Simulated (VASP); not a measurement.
## Rb: single point with RPBE

Rb:

```
CELL_PARAMETERS angstrom
8.47919 0.00000 0.00000
-4.23959 7.34319 0.00000
0.00000 0.00000 5.07430
ATOMIC_POSITIONS crystal
Rb 0.00000 0.00000 0.00000
Rb 0.33333 0.66667 0.50000
Rb 0.66667 0.33333 0.50000
```

This isn't the form of Rb at room conditions, which is bcc.

```
Program                : VASP 6.6.1
Task                   : single point
Functional             : RPBE
Potentials or basis    : VASP PAW PBE potentials, release 64 (Rb_sv)
Cutoff                 : 520 eV
k mesh                 : 5 × 5 × 7
Occupations            : fermi-dirac, width 0.1 eV
Spin                   : no spin polarisation
Dipole correction      : no
Further INCAR settings : ALGO = Normal; EDIFF = 1e-07; NBANDS = 20
```

```
Pressure               : -0.1 GPa
Band gap on the k mesh : zero (an odd number of electrons rules out a gap without spin polarisation)
```

Levels at points of the mesh, in eV from the Fermi level:
| k point | band 10 | band 11 | band 12 | band 13 | band 14 | band 15 | band 16 | band 17 |
| --- | --- | --- | --- | --- | --- | --- | --- | --- |
| (0.00, 0.00, 0.00) | -13.08 | -13.08 | -13.06 | -1.77 | 1.00 | 1.00 | 1.01 | 1.01 |

It took 3.4 min on 1 thread of Oxide Virtual Turin-like Processor, with other jobs on the host, peak memory 0.42 GiB.

Caveat: the PAW data sets were made with another functional, which shifts forces and pressure a little.
